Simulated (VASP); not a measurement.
Crystal: Rh.

```
Rh
1.0
     0.00000    1.90155    1.90155
     1.90155    0.00000    1.90155
     1.90155    1.90155    0.00000
Rh
1
Direct
  0.00000 0.00000 0.00000
```

| Property | Result |
| --- | --- |
| Program | VASP 6.6.1 |
| Task | relaxation of cell and atoms |
| Functional | PBE |
| Potentials or basis | VASP PAW PBE potentials, release 64 (Rh_pv) |
| Cutoff | 600 eV |
| k mesh | 18 × 18 × 18 |
| Occupations | gaussian, width 0.1 eV |
| Spin | no spin polarisation |

At the start: pressure 5.6 GPa; volume 13.75 Å³/atom.

Q: How do energy, volume and symmetry change on relaxing?

A: Over 3 steps the energy falls by 4.9 meV/atom and the volume is 14.04 Å³/atom (+2.1 %); space group Fm-3m (No. 225, to 0.1 Å) before and after.

The path:
```tsv
step	energy change (eV)	largest force (eV/Å)	pressure (GPa)	volume (Å³)
1	0.0000	0.0000	5.64	13.75
2	0.0204	0.0000	-11.05	14.74
3	-0.0049	0.0000	-0.05	14.04
```

Final structure:
```
Rh
1.0
     0.00000    1.91495    1.91495
     1.91495    0.00000    1.91495
     1.91495    1.91495    0.00000
Rh
1
Direct
  0.00000 0.00000 0.00000
```
